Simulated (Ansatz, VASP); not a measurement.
**One calculation of MnO, two programs**

```
CELL_PARAMETERS angstrom
0.00000 2.22391 2.22391
2.22391 0.00000 2.22391
2.22391 2.22391 0.00000
ATOMIC_POSITIONS crystal
Mn 0.00000 0.00000 0.00000
O 0.50000 0.50000 0.50000
```

Alike in both runs: task single point; functional PBE; k mesh 10 × 10 × 10; occupations gaussian, width 0.03 eV; collinear spin.

|  | VASP | Ansatz |
| --- | --- | --- |
| version | VASP 6.6.1 | Ansatz 0.2.0 |
| potentials or method | VASP PAW PBE potentials, release 64 (Mn_pv, O), cutoff 520 eV | all-electron LAPW, scalar-relativistic |

```tsv
	VASP	Ansatz	Ansatz less VASP
gap on the k mesh at the Fermi level (eV)	none	none	-
pressure (GPa)	0.4	0.2	-0.16
net moment per atom (μB)	2.40	2.40	0.000
size of the moment on the site where the two differ most (μB)	0.21	0.24	+0.031
```

Site moments also hang on the region over which each program counts them. A gap of «none» marks a metal or a gap that the smearing closes. Ansatz ran all-electron here, and VASP with PAW potentials.
